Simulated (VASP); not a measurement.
Wanted: the native input for a VASP 6.6.1 run.

```
Task                   : single point
Functional             : PBE
Potentials or basis    : VASP PAW PBE potentials, release 64 (Ba_sv, H)
Cutoff                 : 500 eV
k mesh                 : 8 × 8 × 8
Occupations            : gaussian, width 0.1 eV
Spin                   : no spin polarisation
Dipole correction      : no
Further INCAR settings : ALGO = Normal; EDIFF = 1e-06; NBANDS = 30
```

The structure of Ba3H8 lies in POSCAR:

```
Ba3H8
1.0
    0.0000000000      5.0226895405      5.0226895405
    5.0226895405      0.0000000000      5.0226895405
    5.0226895405      5.0226895405      0.0000000000
Ba H
3 8
Direct
    0.2500000000      0.2500000000      0.2500000000
    0.7500000000      0.7500000000      0.7500000000
    0.0000000000      0.0000000000      0.0000000000
    0.4414550415      0.4414550415      0.4414550415
    0.4414550415      0.4414550415      0.6756348756
    0.4414550415      0.6756348756      0.4414550415
    0.6756348756      0.4414550415      0.4414550415
    0.5585449585      0.5585449585      0.3243651244
    0.5585449585      0.5585449585      0.5585449585
    0.5585449585      0.3243651244      0.5585449585
    0.3243651244      0.5585449585      0.5585449585
```

The cell was built from a structure type or drawn by symmetry, and may not be a known phase.

One way to write it, as run:

INCAR

```
  PREC = Accurate
  ENCUT = 500
  EDIFF = 1E-6
  ISMEAR = 0
  SIGMA = 0.1
  LREAL = F
  LASPH = T
  NELM = 120
  ALGO = Normal
  ISIF = 2
  LWAVE = F
  LCHARG = F
  GGA = PE
  NBANDS = 30
  GGA_COMPAT = F
```

KPOINTS

```
Automatic mesh
0
Gamma
  8 8 8
```

Potentials or basis: VASP PAW PBE potentials, release 64 (Ba_sv, H).

Run with:

```bash
$ cat potpaw_PBE.64/Ba_sv/POTCAR potpaw_PBE.64/H/POTCAR > POTCAR
$ mpirun -np 1 vasp_std > vasp.out
```

It gave:

```yaml
Pressure: 0.0 GPa
Band_gap_on_the_k_mesh: zero (bands 19 and 20 overlap by 0.36 eV)
```

Caveat: spin-orbit coupling is left out, which moves the levels of the heavy elements.

Wall time 3.5 min on 1 thread of Intel(R) Xeon(R) 6975P-C (Granite Rapids), on a shared host, peak memory 0.48 GiB.
